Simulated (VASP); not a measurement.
**HfN: single point with r2SCAN**

HfN:

```
Hf N
1.0
     3.08517    0.00000    0.00000
    -1.54258    2.67183    0.00000
     0.00000    0.00000    2.89190
Hf N
1 1
Direct
  0.33333 0.66667 0.50000
  0.00000 0.00000 0.00000
```

```json
{"Program": "VASP 6.6.1", "Task": "single point", "Functional": "r2SCAN", "Potentials or basis": "VASP PAW PBE potentials, release 64 (Hf_pv, N)", "Cutoff": "520 eV", "k mesh": "18 × 18 × 14", "Occupations": "gaussian, width 0.1 eV", "Spin": "no spin polarisation", "Dipole correction": "no", "Further INCAR settings": "ALGO = Normal; EDIFF = 1e-06; NBANDS = 14"}
```

```json
{
 "Pressure": "-2.2 GPa",
 "Band gap on the k mesh": "zero (an odd number of electrons rules out a gap without spin polarisation)"
}
```

Stress tensor (GPa, compression positive):
```
-2.04  0.00  0.00
 0.00 -2.04  0.00
 0.00  0.00 -2.42
```

Levels at points of the mesh, in eV from the Fermi level:
```
           k point  band 4  band 5  band 6  band 7  band 8  band 9  band 10  band 11
(0.00, 0.00, 0.00)  -17.21   -3.73   -3.73   -2.32   -1.83    2.47     5.18     5.18
(0.50, 0.00, 0.00)  -15.30   -7.01   -3.58   -2.50   -1.76    5.08     5.32     6.72
(0.00, 0.00, 0.50)  -14.75   -8.07   -2.92   -2.92    1.68    1.68     4.03     4.69
(0.50, 0.00, 0.50)  -15.47   -6.11   -4.99   -4.63    0.76    5.43     6.87     8.22
```

Run time: 5.2 min on 1 thread of Intel Xeon 8259CL, with other jobs on the host, peak memory 0.23 GiB.

Caveat: the PAW data sets were made with another functional, which shifts forces and pressure a little; spin-orbit coupling is left out, which moves the levels of the heavy elements.
